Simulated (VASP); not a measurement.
# CdSe (P6_3mc) in VASP: single point with SCAN

Aim: the single point of CdSe with SCAN.

All numbers are computed with VASP 6.6.1; they aren't measurements. Logs are shortened: lines on timing, memory, paths and dates and some standing lists are left out, and cuts for length are marked.

**1. The cell of the first run**

It takes space group P6_3mc (No. 186, hexagonal). The conventional cell has a = 4.300 Å, b = 4.300 Å, c = 7.020 Å, α = 90.00°, β = 90.00°, γ = 120.00°. Cd (site symmetry 3m) has 4 Se at 2.61 to 2.70 Å within 3.4 Å. Within 3.4 Å of Se (site symmetry 3m) lie 4 Cd at 2.61 to 2.70 Å.

**2. Single point, SCAN**

File INCAR:

```
SYSTEM = CdSe
METAGGA  = SCAN           ! meta-GGA
ISMEAR   = -5             ! smearing method
LWAVE    = .FALSE.        ! write WAVECAR
LCHARG   = .FALSE.        ! write CHGCAR
NBANDS   = 38             ! bands
PREC     = Accurate       ! precision mode
LASPH    = .TRUE.         ! aspherical terms in the spheres
LREAL    = .FALSE.        ! projectors in reciprocal space
ALGO     = Normal         ! electronic algorithm
EDIFF    = 1E-6           ! SCF threshold, eV
NELM     = 120            ! most SCF steps
GGA_COMPAT= .FALSE.      
ENCUT    = 550            ! plane-wave cutoff, eV
EFERMI   = MIDGAP       
LMIXTAU  = .TRUE.       
NEDOS    = 4001           ! points of the DOS
LORBIT   = 11             ! projections on sites
KPAR     = 8
```

File KPOINTS:

```
Automatic mesh
0
Gamma
  17 17 9
  0 0 0
```

File POSCAR:

```
CdSe
1.0
    4.3000000000      0.0000000000      0.0000000000
   -2.1500000000      3.7239092363      0.0000000000
    0.0000000000      0.0000000000      7.0200000000
Cd Se
2 2
Direct
    0.6666666667      0.3333333333      0.5000000000
    0.3333333333      0.6666666667      0.0000000000
    0.6666666667      0.3333333333      0.8850000000
    0.3333333333      0.6666666667      0.3850000000
```

Potentials or basis: VASP PAW PBE potentials, release 64 (Cd, Se).

On the command line:

```sh
> cat potpaw_PBE.64/Cd/POTCAR potpaw_PBE.64/Se/POTCAR > POTCAR
> mpirun -np 8 vasp_std > vasp.out
```

OUTCAR:

```text
SYSTEM = CdSe
   METAGGA = SCAN
   ISMEAR = -5
   PREC = Accurate
   LASPH = .TRUE.
   LREAL = .FALSE.
   EDIFF = 1E-6
   NELM = 120
   ENCUT = 550
   EFERMI = MIDGAP
   LORBIT = 11

 ion  position               nearest neighbor table
   1  0.667  0.333  0.500-   4 2.61   4 2.61   4 2.61   3 2.70
   2  0.333  0.667  0.000-   3 2.61   3 2.61   3 2.61   4 2.70
   3  0.667  0.333  0.885-   2 2.61   2 2.61   2 2.61   1 2.70
   4  0.333  0.667  0.385-   1 2.61   1 2.61   1 2.61   2 2.70

  LATTYP: Found a hexagonal cell.
 ALAT       =     4.3000000000
 C/A-ratio  =     1.6325581395

  Lattice vectors:

 A1 = (   4.3000000000,   0.0000000000,   0.0000000000)
 A2 = (  -2.1500000000,   3.7239092363,   0.0000000000)
 A3 = (   0.0000000000,   0.0000000000,   7.0200000000)

Analysis of symmetry for initial positions (statically):
=====================================================================
 Subroutine PRICEL returns:
 Original cell was already a primitive cell.

 Routine SETGRP: Setting up the symmetry group for a
 hexagonal supercell.

 Subroutine GETGRP returns: Found 12 space group operations
 (whereof  6 operations were pure point group operations)
 out of a pool of 24 trial point group operations.

The static configuration has the point symmetry C_3v.
 The point group associated with its full space group is C_6v.

Analysis of symmetry for dynamics (positions and initial velocities):
=====================================================================
 Subroutine PRICEL returns:
 Original cell was already a primitive cell.

 Routine SETGRP: Setting up the symmetry group for a
 hexagonal supercell.

 Subroutine GETGRP returns: Found 12 space group operations
 (whereof  6 operations were pure point group operations)
 out of a pool of 24 trial point group operations.

The dynamic configuration has the point symmetry C_3v.
 The point group associated with its full space group is C_6v.

 Subroutine INISYM returns: Found 12 space group operations
 (whereof  6 operations are pure point group operations),
 and found     1 'primitive' translations

----------------------------------------------------------------------------------------

                                     Primitive cell

  volume of cell :     112.4099

  direct lattice vectors                    reciprocal lattice vectors
     4.300000000  0.000000000  0.000000000     0.232558140  0.134267504  0.000000000
    -2.150000000  3.723909236  0.000000000     0.000000000  0.268535009  0.000000000
     0.000000000  0.000000000  7.020000000     0.000000000  0.000000000  0.142450142

  length of vectors
     4.300000000  4.300000000  7.020000000     0.268535009  0.268535009  0.142450142

  position of ions in fractional coordinates (direct lattice)
     0.666666667  0.333333333  0.500000000
     0.333333333  0.666666667  0.000000000
     0.666666667  0.333333333  0.885000000
     0.333333333  0.666666667  0.385000000

  ion indices of the primitive-cell ions
   primitive index   ion index
                 1           1
                 2           2
                 3           3
                 4           4

----------------------------------------------------------------------------------------

 KPOINTS: Automatic mesh

Automatic generation of k-mesh.
 Grid dimensions read from file:
 generate k-points for:   17   17    9

 Generating k-lattice:

  Cartesian coordinates                     Fractional coordinates (reciprocal lattice)
     0.013679891  0.007898088  0.000000000     0.058823529  0.000000000  0.000000000
     0.000000000  0.015796177  0.000000000     0.000000000  0.058823529  0.000000000
     0.000000000  0.000000000  0.015827794     0.000000000  0.000000000  0.111111111

  Length of vectors
     0.015796177  0.015796177  0.015827794

  Shift w.r.t. Gamma in fractional coordinates (k-lattice)
     0.000000000  0.000000000  0.000000000

 TETIRR: Found   2533 inequivalent tetrahedra from    15606

 Subroutine IBZKPT returns following result:
 ===========================================

 Found    165 irreducible k-points:

 Following reciprocal coordinates:
            Coordinates               Weight
  0.000000  0.000000  0.000000      1.000000
  0.058824  0.000000  0.000000      6.000000
  0.117647 -0.000000  0.000000      6.000000
  0.176471  0.000000  0.000000      6.000000
  0.235294 -0.000000  0.000000      6.000000
  0.294118  0.000000  0.000000      6.000000
[... 16 lines left out ...]
  0.411765  0.117647  0.000000     12.000000
  0.176471  0.176471  0.000000      6.000000
 [... further k-points ...]
   k-points           NKPTS =    165   k-points in BZ     NKDIM =    165   number of bands    NBANDS=     38
   number of dos      NEDOS =   4001   number of ions     NIONS =      4
   total plane-waves  NPLWV =  69984
   dimension x,y,z NGX =    36 NGY =   36 NGZ =   54
   dimension x,y,z NGXF=    72 NGYF=   72 NGZF=  108
   ions per type =               2   2
   NGX,Y,Z   is equivalent  to a cutoff of  13.92, 13.92, 12.79 a.u.
   NGXF,Y,Z  is equivalent  to a cutoff of  27.84, 27.84, 25.58 a.u.
 SYSTEM =  CdSe
   PREC   = accura    normal or accurate (medium, high low for compatibility)
   ISTART =      0    job   : 0-new  1-cont  2-samecut
   ICHARG =      2    charge: 1-file 2-atom 10-const
   ISPIN  =      1    spin polarized calculation?
   LNONCOLLINEAR =      F non collinear calculations
   LSORBIT =      F    spin-orbit coupling
   LASPH  =      T    aspherical Exc in radial PAW
   ENCUT  =  550.0 eV  40.42 Ry    6.36 a.u.   8.22  8.22 13.42*2*pi/ulx,y,z
   NELM   =    120;   NELMIN=  2; NELMDL= -5     # of ELM steps
   EDIFF  = 0.1E-05   stopping-criterion for ELM
   LREAL  =      F    real-space projection
   EDIFFG = 0.1E-04   stopping-criterion for IOM
   NSW    =      0    number of steps for IOM
   IBRION =     -1    ionic relax: 0-MD 1-quasi-New 2-CG
   NFREE  =      0    steps in history (QN), initial steepest desc. (CG)
   ISIF   =      2    stress and relaxation
   ISYM   =      2    0-nonsym 1-usesym 2-fastsym
   POTIM  = 0.5000    time-step for ionic-motion
   TEBEG  =    0.0;   TEEND  =   0.0 temperature during run

   SCALEE = 1.0000    scale energy and forces
   PSTRESS=    0.0 pullay stress
   NELECT =      36.0000    total number of electrons
   NUPDOWN=      -1.0000    fix difference up-down
   EMIN   =  10.00;   EMAX   =-10.00  energy-range for DOS
   EFERMI =   0.00;   METHOD = MIDGAP
   ISMEAR =    -5;   SIGMA  =   0.20  broadening in eV -4-tet -1-fermi 0-gaus
   EFERMI_NEDOS =   21; number of points for ismear=-14 and -15
   IALGO  =     38    algorithm
   IMIX   =      4    mixing-type and parameters
     AMIX     =   0.40;   BMIX     =  1.00
     AMIX_MAG =   1.60;   BMIX_MAG =  1.00
  volume/ion in A,a.u.               =      28.10       189.64
  Fermi-wavevector in a.u.,A,eV,Ry     =   1.120059  2.116604 17.068937  1.254531
  Thomas-Fermi vector in A             =   2.256702
   LORBIT       =     11    0 simple, 1 ext, 2 COOP (PROOUT), +10 PAW based schemes
   METAGGA = SCAN    functional components
   LHFCALC =     F    Hartree Fock is set to
   AEXX    =    0.0000 exact exchange contribution
   IVDW    =     0    specifies the selected vdW correction
   LEPSILON=     F    determine dielectric tensor
   LRPA    =     F    only Hartree local field effects (RPA)

   CSHIFT  =0.1000    complex shift for real part using Kramers Kronig

   OMEGAMAX=  -1.0    maximum frequency
 non-spin polarized calculation
 Fermi weights with tetrahedron method with Bloechl corrections
  energy-cutoff  :      550.00
  volume of cell :      112.41
 maximum number of plane-waves:      3315
 NGX is ok and might be reduce to    36
   NGX = 17   NGY = 17   NGZ = 27

 number of electron      35.9999996 magnetization

 Free energy of the ion-electron system (eV)
  ---------------------------------------------------
  ext. energy  EPLUGINS =         0.00000000
  ---------------------------------------------------
  free energy    TOTEN  =      -103.73022587 eV

  energy without entropy =     -103.73022587  energy(sigma->0) =     -103.73022587

 E-fermi :   1.1511     XC(G=0):  -9.4649

 val. band max:        0.6167761548   @ k =   0.0000   0.0000   0.0000
 cond. band min:       1.6853758786   @ k =   0.0000   0.0000   0.0000
 fundamental gap:      1.0685997239
 Fermi energy:         1.1510760167

 k-point     1 :       0.0000    0.0000    0.0000
  band No.  band energies     occupation
      1     -12.4560      2.00000
      2     -12.0820      2.00000
      3      -7.5395      2.00000
      4      -7.5395      2.00000
      5      -7.4790      2.00000
      6      -7.4790      2.00000
[... 22 lines left out ...]
     29      10.5577      0.00000
     30      11.5375      0.00000

 k-point     2 :       0.0588    0.0000    0.0000
  band No.  band energies     occupation
      1     -12.4446      2.00000
      2     -12.0763      2.00000
      3      -7.5345      2.00000
      4      -7.5325      2.00000
      5      -7.4734      2.00000
      6      -7.4728      2.00000
[... 22 lines left out ...]
     29      10.7743      0.00000
     30      11.7653      0.00000

 k-point     3 :       0.1176   -0.0000    0.0000
  band No.  band energies     occupation
      1     -12.4115      2.00000
      2     -12.0602      2.00000
      3      -7.5202      2.00000
      4      -7.5117      2.00000
      5      -7.4587      2.00000
      6      -7.4550      2.00000
[... 682 lines left out ...]
     29      12.1081      0.00000
     30      12.9880      0.00000

 k-point    24 :       0.1765    0.1765    0.0000
  band No.  band energies     occupation
      1     -12.2122      2.00000
      2     -11.9791      2.00000
      3      -7.4553      2.00000
      4      -7.4212      2.00000
      5      -7.3524      2.00000
      6      -7.3434      2.00000
[... 22 lines left out ...]
     29      12.4640      0.00000
     30      12.6137      0.00000

 [... further k-points ...]

 [bands above 30 left out]

------------------------ aborting loop because EDIFF is reached ----------------------------------------

  FORCE on cell =-STRESS in cart. coord.  units (eV):
  Direction    XX          YY          ZZ          XY          YZ          ZX
  --------------------------------------------------------------------------------------
  -------------------------------------------------------------------------------------
  Total        1.3809806      1.3809806      0.0033267      0.0000000      0.0000000      0.0000000
  in kB       19.6830999     19.6830999      0.0474154      0.0000000      0.0000000      0.0000000
  external PRESSURE =      13.1378717 kB  Pullay stress =       0.0000000 kB

 VOLUME and BASIS-vectors are now :
 -----------------------------------------------------------------------------
  energy-cutoff  :      550.00
  volume of cell :      112.41
      direct lattice vectors                 reciprocal lattice vectors
     4.300000000  0.000000000  0.000000000     0.232558140  0.134267504  0.000000000
    -2.150000000  3.723909236  0.000000000     0.000000000  0.268535009  0.000000000
     0.000000000  0.000000000  7.020000000     0.000000000  0.000000000  0.142450142

 POSITION                                       TOTAL-FORCE (eV/Angst)
 -----------------------------------------------------------------------------------
      2.15000      1.24130      3.51000         0.000000     -0.000000      0.279562
     -0.00000      2.48261      0.00000        -0.000000      0.000000      0.279562
      2.15000      1.24130      6.21270        -0.000000      0.000000     -0.279562
     -0.00000      2.48261      2.70270         0.000000     -0.000000     -0.279562
 -----------------------------------------------------------------------------------
    total drift:                               -0.000001     -0.000001     -0.013653

  FREE ENERGIE OF THE ION-ELECTRON SYSTEM (eV)
  ---------------------------------------------------
  free  energy   TOTEN  =      -103.7302258698 eV

  energy  without entropy=     -103.7302258698  energy(sigma->0) =     -103.73022587

 total charge

# of ion       s       p       d       tot
------------------------------------------
    1        0.433   0.311   9.571  10.315
    2        0.433   0.311   9.571  10.315
    3        1.443   2.441   0.022   3.906
    4        1.443   2.441   0.022   3.906
--------------------------------------------------
tot          3.753   5.503  19.187  28.443
```

It took 7.4 min on 8 MPI ranks of Intel Xeon Platinum 8259CL at 2.50GHz (Skylake/Cascade Lake), shared host; peak memory 0.75 GiB.

Results:

| Property | Result |
| --- | --- |
| Free energy | -103.7302 eV |
| Pressure | 1.3 GPa |
| Largest force | 0.280 eV/Å |
| Band gap on the k mesh | 1.07 eV |
| Valence electrons inside the program's atomic spheres | Cd 10.31; Se 3.91 |

Forces on the atoms (eV/Å):
```
Cd   0.000  0.000  0.280
Cd   0.000  0.000  0.280
Se   0.000  0.000 -0.280
Se   0.000  0.000 -0.280
```

Levels at points of the mesh, in eV from the valence-band top:
```csv
k point,band 15,band 16,band 17,band 18,band 19,band 20,band 21,band 22
"(0.00, 0.00, 0.00)",-0.73,-0.02,0.00,0.00,1.07,2.49,6.33,6.33
```

Caveat: the PAW data sets were made with another functional, which shifts forces and pressure a little; an odd mesh through Γ misses points on the zone boundary, where band edges can lie.
